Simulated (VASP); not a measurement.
A run of VASP 6.6.1:

File INCAR:

```
SYSTEM = Cd2O3
PREC = Accurate
ENCUT = 520
EDIFF = 1E-6
ISMEAR = -1
SIGMA = 0.06122561905347299
LREAL = .FALSE.
LASPH = .TRUE.
NELM = 100
ALGO = Normal
ISIF = 2
LWAVE = .FALSE.
LCHARG = .FALSE.
GGA = PE
NBANDS = 53
```

The input KPOINTS:

```
regular mesh
0
G
  7 7 7
  0 0 0
```

The input POSCAR:

```
Cd2O3
1.0
    5.2362874414      0.0000000000      0.0000000000
    0.0000000000      5.2362874414      0.0000000000
    0.0000000000      0.0000000000      5.2362874414
Cd O
4 6
Direct
    0.2500000000      0.2500000000      0.2500000000
    0.7500000000      0.7500000000      0.2500000000
    0.7500000000      0.2500000000      0.7500000000
    0.2500000000      0.7500000000      0.7500000000
    0.5000000000      0.0000000000      0.0000000000
    0.0000000000      0.5000000000      0.0000000000
    0.0000000000      0.0000000000      0.5000000000
    0.5000000000      0.5000000000      0.0000000000
    0.5000000000      0.0000000000      0.5000000000
    0.0000000000      0.5000000000      0.5000000000
```

Potentials or basis: VASP PAW PBE potentials, release 64 (Cd, O).

Run with:

```sh
$ cat potpaw_PBE.64/Cd/POTCAR potpaw_PBE.64/O/POTCAR > POTCAR
$ mpirun -np 1 vasp_std > vasp.out
```

Hardware: 1 thread of Intel(R) Xeon(R) 6975P-C (Granite Rapids), with other jobs on the host.

Q: How long does it take, and how much memory?

A: Run time: 64 s on 1 thread of Intel(R) Xeon(R) 6975P-C (Granite Rapids), with other jobs on the host, peak memory 0.29 GiB. Counts: scf iterations 15, k points 20.
